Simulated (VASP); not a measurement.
# Pd (Im-3m) in VASP: single point with PBE

Aim: the single point of Pd with PBE.

Everything below comes from runs of VASP 6.6.1. Logs are shortened: lines on timing, memory, paths and dates and some standing lists are left out, and cuts for length are marked.

## 1. The cell of the first run

It takes space group Im-3m (No. 229, cubic). Conventional cell: a = 2.993 Å, b = 2.993 Å, c = 2.993 Å, α = 90.00°, β = 90.00°, γ = 90.00°. Pd (site symmetry m-3m) has 14 Pd at 2.59 to 2.99 Å within 3.4 Å.

## 2. Single point, PBE (Mo replaced by Pd, lengths x 0.942, strained)

INCAR reads:

```
SYSTEM = Pd
  PREC = Accurate
  ENCUT = 520
  EDIFF = 1E-6
  ISMEAR = 0
  SIGMA = 0.1
  LREAL = .False.
  LASPH = .True.
  NELM = 60
  ALGO = Fast
  ISIF = 2
  LWAVE = .False.
  LCHARG = .True.
  GGA = PE
  LELF = .True.
  LVHAR = .True.
  NBANDS = 11
```

KPOINTS reads:

```
Automatic mesh
0
Gamma
  20 20 20
  0 0 0
```

POSCAR reads:

```
Pd
1.0
   -1.4967314851      1.4967314851      1.4967314851
    1.4967314851     -1.4967314851      1.4967314851
    1.4967314851      1.4967314851     -1.4967314851
Pd
1
Direct
    0.0000000000      0.0000000000      0.0000000000
```

Potentials or basis: VASP PAW PBE potentials, release 64 (Pd).

Launch:

```console
$ cat potpaw_PBE.64/Pd/POTCAR > POTCAR
$ mpirun -np 1 vasp_std > vasp.out
```

OUTCAR:

```text
SYSTEM = Pd
   PREC = Accurate
   ENCUT = 520
   EDIFF = 1E-6
   ISMEAR = 0
   LREAL = .False.
   LASPH = .True.
   NELM = 60
   ISIF = 2
   GGA = PE

 ion  position               nearest neighbor table
   1  0.000  0.000  0.000-

  LATTYP: Found a body centered cubic cell.
 ALAT       =     2.9934629702

  Lattice vectors:

 A1 = (  -1.4967314851,   1.4967314851,   1.4967314851)
 A2 = (   1.4967314851,  -1.4967314851,   1.4967314851)
 A3 = (   1.4967314851,   1.4967314851,  -1.4967314851)

Analysis of symmetry for initial positions (statically):
=====================================================================
 Subroutine PRICEL returns:
 Original cell was already a primitive cell.

 Routine SETGRP: Setting up the symmetry group for a
 body centered cubic supercell.

 Subroutine GETGRP returns: Found 48 space group operations
 (whereof 48 operations were pure point group operations)
 out of a pool of 48 trial point group operations.

The static configuration has the point symmetry O_h .

Analysis of symmetry for dynamics (positions and initial velocities):
=====================================================================
 Subroutine PRICEL returns:
 Original cell was already a primitive cell.

 Routine SETGRP: Setting up the symmetry group for a
 body centered cubic supercell.

 Subroutine GETGRP returns: Found 48 space group operations
 (whereof 48 operations were pure point group operations)
 out of a pool of 48 trial point group operations.

The dynamic configuration has the point symmetry O_h .

 Subroutine INISYM returns: Found 48 space group operations
 (whereof 48 operations are pure point group operations),
 and found     1 'primitive' translations

----------------------------------------------------------------------------------------

                                     Primitive cell

  volume of cell :      13.4119

  direct lattice vectors                    reciprocal lattice vectors
    -1.496731485  1.496731485  1.496731485     0.000000000  0.334061256  0.334061256
     1.496731485 -1.496731485  1.496731485     0.334061256  0.000000000  0.334061256
     1.496731485  1.496731485 -1.496731485     0.334061256  0.334061256  0.000000000

  length of vectors
     2.592414977  2.592414977  2.592414977     0.472433959  0.472433959  0.472433959

  position of ions in fractional coordinates (direct lattice)
     0.000000000  0.000000000  0.000000000

  ion indices of the primitive-cell ions
   primitive index   ion index
                 1           1

----------------------------------------------------------------------------------------

 KPOINTS: Automatic mesh

Automatic generation of k-mesh.
 Grid dimensions read from file:
 generate k-points for:   20   20   20

 Generating k-lattice:

  Cartesian coordinates                     Fractional coordinates (reciprocal lattice)
     0.000000000  0.016703063  0.016703063     0.050000000  0.000000000  0.000000000
     0.016703063  0.000000000  0.016703063     0.000000000  0.050000000  0.000000000
     0.016703063  0.016703063  0.000000000     0.000000000  0.000000000  0.050000000

  Length of vectors
     0.023621698  0.023621698  0.023621698

  Shift w.r.t. Gamma in fractional coordinates (k-lattice)
     0.000000000  0.000000000  0.000000000

 Subroutine IBZKPT returns following result:
 ===========================================

 Found    256 irreducible k-points:

 Following reciprocal coordinates:
            Coordinates               Weight
  0.000000  0.000000  0.000000      1.000000
  0.050000  0.000000  0.000000     12.000000
  0.100000  0.000000  0.000000     12.000000
  0.150000  0.000000  0.000000     12.000000
  0.200000  0.000000  0.000000     12.000000
  0.250000  0.000000  0.000000     12.000000
[... 16 lines left out ...]
  0.200000  0.100000  0.000000     48.000000
  0.250000  0.100000  0.000000     48.000000
 [... further k-points ...]
   k-points           NKPTS =    256   k-points in BZ     NKDIM =    256   number of bands    NBANDS=     11
   number of dos      NEDOS =    301   number of ions     NIONS =      1
   total plane-waves  NPLWV =   8000
   dimension x,y,z NGX =    20 NGY =   20 NGZ =   20
   dimension x,y,z NGXF=    40 NGYF=   40 NGZF=   40
   ions per type =               1
   NGX,Y,Z   is equivalent  to a cutoff of  12.83, 12.83, 12.83 a.u.
   NGXF,Y,Z  is equivalent  to a cutoff of  25.65, 25.65, 25.65 a.u.
 SYSTEM =  Pd
   PREC   = accura    normal or accurate (medium, high low for compatibility)
   ISTART =      0    job   : 0-new  1-cont  2-samecut
   ICHARG =      2    charge: 1-file 2-atom 10-const
   ISPIN  =      1    spin polarized calculation?
   LNONCOLLINEAR =      F non collinear calculations
   LSORBIT =      F    spin-orbit coupling
   LASPH  =      T    aspherical Exc in radial PAW
   ENCUT  =  520.0 eV  38.22 Ry    6.18 a.u.   4.82  4.82  4.82*2*pi/ulx,y,z
   NELM   =     60;   NELMIN=  2; NELMDL= -5     # of ELM steps
   EDIFF  = 0.1E-05   stopping-criterion for ELM
   LREAL  =      F    real-space projection
   EDIFFG = 0.1E-04   stopping-criterion for IOM
   NSW    =      0    number of steps for IOM
   IBRION =     -1    ionic relax: 0-MD 1-quasi-New 2-CG
   NFREE  =      0    steps in history (QN), initial steepest desc. (CG)
   ISIF   =      2    stress and relaxation
   ISYM   =      2    0-nonsym 1-usesym 2-fastsym
   POTIM  = 0.5000    time-step for ionic-motion
   TEBEG  =    0.0;   TEEND  =   0.0 temperature during run
   PSTRESS=    0.0 pullay stress
   NELECT =      10.0000    total number of electrons
   NUPDOWN=      -1.0000    fix difference up-down
   EMIN   =  10.00;   EMAX   =-10.00  energy-range for DOS
   EFERMI =   0.00;   METHOD = LEGACY
   ISMEAR =     0;   SIGMA  =   0.10  broadening in eV -4-tet -1-fermi 0-gaus
   EFERMI_NEDOS =   21; number of points for ismear=-14 and -15
   IALGO  =     68    algorithm
   IMIX   =      4    mixing-type and parameters
     AMIX     =   0.40;   BMIX     =  1.00
     AMIX_MAG =   1.60;   BMIX_MAG =  1.00
  volume/ion in A,a.u.               =      13.41        90.51
  Fermi-wavevector in a.u.,A,eV,Ry     =   1.484491  2.805281 29.983348  2.203714
  Thomas-Fermi vector in A             =   2.598021
   LORBIT       =      0    0 simple, 1 ext, 2 COOP (PROOUT), +10 PAW based schemes
   GGA     = PE    functional components
   LHFCALC =     F    Hartree Fock is set to
   AEXX    =    0.0000 exact exchange contribution
   IVDW    =     0    specifies the selected vdW correction
   LEPSILON=     F    determine dielectric tensor
   LRPA    =     F    only Hartree local field effects (RPA)
 non-spin polarized calculation
 RMM-DIIS sequential band-by-band and
 Gauss-broadening in eV      SIGMA  =   0.10
  energy-cutoff  :      520.00
  volume of cell :       13.41
 maximum number of plane-waves:       372
   NGX =  9   NGY =  9   NGZ =  9

 number of electron      10.0000004 magnetization

 Free energy of the ion-electron system (eV)
  ---------------------------------------------------
  ext. energy  EPLUGINS =         0.00000000
  ---------------------------------------------------
  free energy    TOTEN  =        -4.99684263 eV

  energy without entropy =       -4.99296806  energy(sigma->0) =       -4.99490534

 E-fermi :  11.4391     XC(G=0): -13.7830

 val. band max:       11.4116608708   @ k =  -0.4000  -0.4500   0.1000
 cond. band min:      11.4619968787   @ k =  -0.4500   0.4500   0.4500
 fundamental gap:      0.0503360080
 Fermi energy:        11.4391049215

 k-point     1 :       0.0000    0.0000    0.0000
  band No.  band energies     occupation
      1       3.5849      2.00000
      2       8.0334      2.00000
      3       8.0334      2.00000
      4       8.0334      2.00000
      5      10.3330      2.00000
      6      10.3330      2.00000
      7      31.0234      0.00000
      8      31.0234      0.00000
      9      31.0234      0.00000
     10      37.4390      0.00000
     11      40.7408      0.00000

 k-point     2 :       0.0500    0.0000    0.0000
  band No.  band energies     occupation
      1       3.6901      2.00000
      2       7.9943      2.00000
      3       8.0343      2.00000
      4       8.1127      2.00000
      5      10.2846      2.00000
      6      10.3358      2.00000
      7      31.0250      0.00000
      8      31.0567      0.00000
      9      31.1638      0.00000
     10      37.4325      0.00000
     11      39.6976      0.00000

 k-point     3 :       0.1000    0.0000    0.0000
  band No.  band energies     occupation
      1       3.9956      2.00000
      2       7.8824      2.00000
      3       8.0345      2.00000
      4       8.3471      2.00000
      5      10.1633      2.00000
      6      10.3450      2.00000
      7      30.9377      0.00000
      8      31.0958      0.00000
      9      31.5747      0.00000
     10      38.3330      0.00000
     11      38.8235      0.00000

 k-point     4 :       0.1500    0.0000    0.0000
  band No.  band energies     occupation
      1       4.4645      2.00000
      2       7.7128      2.00000
      3       8.0371      2.00000
      4       8.7256      2.00000
      5      10.0298      2.00000
      6      10.3630      2.00000
      7      30.5056      0.00000
      8      30.9606      0.00000
      9      32.2254      0.00000
     10      37.4675      0.00000
     11      38.2134      0.00000

 k-point     5 :       0.2000    0.0000    0.0000
  band No.  band energies     occupation
      1       5.0089      2.00000
      2       7.5064      2.00000
      3       8.0944      2.00000
      4       9.2290      2.00000
      5       9.9494      2.00000
      6      10.3921      2.00000
      7      29.4799      0.00000
      8      30.4693      0.00000
      9      33.0666      0.00000
     10      37.3743      0.00000
     11      37.7988      0.00000
[... 211 lines left out ...]
 k-point    21 :       0.1000    0.1000    0.0000
  band No.  band energies     occupation
      1       4.7362      2.00000
      2       7.7260      2.00000
      3       7.8411      2.00000
      4       9.0391      2.00000
      5       9.9218      2.00000
      6      10.4250      2.00000
      7      30.2946      0.00000
      8      30.9916      0.00000
      9      32.1549      0.00000
     10      36.6306      0.00000
     11      37.6020      0.00000

 k-point    22 :       0.1500    0.1000    0.0000
  band No.  band energies     occupation
      1       5.2692      2.00000
      2       7.5561      2.00000
      3       7.7900      2.00000
      4       9.6129      2.00000
      5       9.8312      2.00000
      6      10.4972      2.00000
      7      29.4879      0.00000
      8      30.1769      0.00000
      9      32.7720      0.00000
     10      35.3147      0.00000
     11      37.4773      0.00000

 k-point    23 :       0.2000    0.1000    0.0000
  band No.  band energies     occupation
      1       5.7195      2.00000
      2       7.3405      2.00000
      3       7.9360      2.00000
      4       9.8209      2.00000
      5      10.2790      2.00000
      6      10.6154      2.00000
      7      27.9893      0.00000
      8      29.3087      0.00000
      9      33.2955      0.00000
     10      34.1564      0.00000
     11      38.1193      0.00000

 k-point    24 :       0.2500    0.1000    0.0000
  band No.  band energies     occupation
      1       5.8971      2.00000
      2       7.1315      2.00000
      3       8.4048      2.00000
      4       9.9013      2.00000
      5      10.5848      2.00000
      6      11.2063      1.99901
      7      26.1090      0.00000
      8      28.4800      0.00000
      9      32.3430      0.00000
     10      34.7131      0.00000
     11      39.0237      0.00000

 [... further k-points ...]
[... 5 lines left out ...]
  --------------------------------------------------------------------------------------
  -------------------------------------------------------------------------------------
  Total        2.7839243      2.7839243      2.7839243      0.0000000     -0.0000000      0.0000000
  in kB      332.5648360    332.5648360    332.5648360      0.0000000     -0.0000000      0.0000000
  external PRESSURE =     332.5648360 kB  Pullay stress =       0.0000000 kB

 VOLUME and BASIS-vectors are now :
 -----------------------------------------------------------------------------
  energy-cutoff  :      520.00
  volume of cell :       13.41
      direct lattice vectors                 reciprocal lattice vectors
    -1.496731485  1.496731485  1.496731485     0.000000000  0.334061256  0.334061256
     1.496731485 -1.496731485  1.496731485     0.334061256  0.000000000  0.334061256
     1.496731485  1.496731485 -1.496731485     0.334061256  0.334061256  0.000000000

 POSITION                                       TOTAL-FORCE (eV/Angst)
 -----------------------------------------------------------------------------------
      0.00000      0.00000      0.00000        -0.000000     -0.000000      0.000000
 -----------------------------------------------------------------------------------
    total drift:                                0.000000     -0.000000      0.000000

  FREE ENERGIE OF THE ION-ELECTRON SYSTEM (eV)
  ---------------------------------------------------
  free  energy   TOTEN  =        -4.9968426252 eV

  energy  without entropy=       -4.9929680623  energy(sigma->0) =       -4.99490534
```

Run time: 30 s. Hardware: 1 thread of Intel Xeon Platinum 8259CL at 2.50GHz (Skylake/Cascade Lake), shared host; peak memory 0.15 GiB.

What came out:

```yaml
Free_energy: -4.9968 eV
Pressure: 33.3 GPa
Band_gap_on_the_k_mesh: zero (band 5 reaches 12.20 eV, above the bottom of band 6 at 10.23 eV)
```

Caveat: the cell differs from its parent crystal (Mo replaced by Pd, lengths x 0.942, strained).
